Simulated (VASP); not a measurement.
In3SbAs2, 6 atoms in the cell. It takes space group P3m1 (No. 156, trigonal). The conventional cell has a = 4.484 Å, b = 4.484 Å, c = 10.947 Å, α = 90.00°, β = 90.00°, γ = 120.00°. Within 3.5 Å of In (site symmetry 3m) lie 4 As at 2.68 to 2.72 Å. In (site symmetry 3m) has 3 As at 2.72 Å and 1 Sb at 2.86 Å within 3.6 Å. In (site symmetry 3m) has 1 As at 2.67 Å and 3 Sb at 2.80 Å within 3.5 Å. Within 3.7 Å of Sb (site symmetry 3m) lie 4 In at 2.80 to 2.86 Å. As (site symmetry 3m) has 4 In at 2.68 to 2.72 Å within 3.5 Å. Within 3.5 Å of As (site symmetry 3m) lie 4 In at 2.67 to 2.72 Å. 

| Item | Value |
| --- | --- |
| Program | VASP 6.6.1 |
| Task | single point |
| Functional | PBE |
| Potentials or basis | VASP PAW PBE potentials, release 64 (In_d, Sb, As) |
| Cutoff | 520 eV |
| k mesh | 6 × 6 × 2 |
| Occupations | gaussian, width 0.1 eV |
| Spin | no spin polarisation |
| Dipole correction | no |
| Further INCAR settings | ALGO = Normal; EDIFF = 1e-06; NBANDS = 36 |

Potentials or basis: VASP PAW PBE potentials, release 64 (In_d, Sb, As).

Run with:

```console
$ cat potpaw_PBE.64/In_d/POTCAR potpaw_PBE.64/Sb/POTCAR potpaw_PBE.64/As/POTCAR > POTCAR
$ mpirun -np 1 vasp_std > vasp.out
```

Hardware: 1 thread of Intel(R) Xeon(R) 6975P-C (Granite Rapids) (shared host).

Problem. Estimate the wall time of this run.

Solution. Run time: 64 s on 1 thread of Intel(R) Xeon(R) 6975P-C (Granite Rapids), with other jobs on the host, peak memory 0.36 GiB. Counts: scf iterations 15, k points 14.
